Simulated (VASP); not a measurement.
## Sc: single point with PBE

Crystal: Sc.

```
Sc
1.0
    -1.90177    1.90177    1.70378
     1.90177   -1.90177    1.70378
     1.90177    1.90177   -1.70378
Sc
1
Direct
  0.00000 0.00000 0.00000
```

This cell differs from its parent crystal: functional PBE, strained.

```json
{
  "Program": "VASP 6.6.1",
  "Task": "single point",
  "Functional": "PBE",
  "Potentials or basis": "VASP PAW PBE potentials, release 64 (Sc_sv)",
  "Cutoff": "520 eV",
  "k mesh": "16 × 16 × 16",
  "Occupations": "gaussian, width 0.1 eV",
  "Spin": "no spin polarisation",
  "Dipole correction": "no",
  "Further INCAR settings": "ALGO = Normal; EDIFF = 1e-06; NBANDS = 12"
}
```

The pressure is 0.5 GPa.

Stress tensor (GPa, compression positive):
```
0.13 0.00 0.00
0.00 0.13 0.00
0.00 0.00 1.18
```

Levels at points of the mesh, in eV from the Fermi level:
```
           k point  band 2  band 3  band 4  band 5  band 6  band 7  band 8  band 9
(0.00, 0.00, 0.00)  -27.99  -27.99  -27.97   -5.23    1.03    1.74    1.74    2.40
(0.50, 0.00, 0.00)  -28.37  -28.12  -28.01   -1.73    0.05    0.68    2.81    3.55
(0.50, 0.50, 0.00)  -28.39  -28.07  -27.98   -1.86    0.09    0.87    2.31    2.95
(0.50, 0.50, 0.50)  -28.29  -28.29  -28.18   -1.33   -1.10    3.84    3.84    3.97
```

Run time: 35 s on 1 thread of Intel(R) Xeon(R) Platinum 8375C CPU @ 2.90GHz (Ice Lake), on a shared host, peak memory 0.21 GiB.

Caveat: the cell differs from its parent crystal (functional PBE, strained).
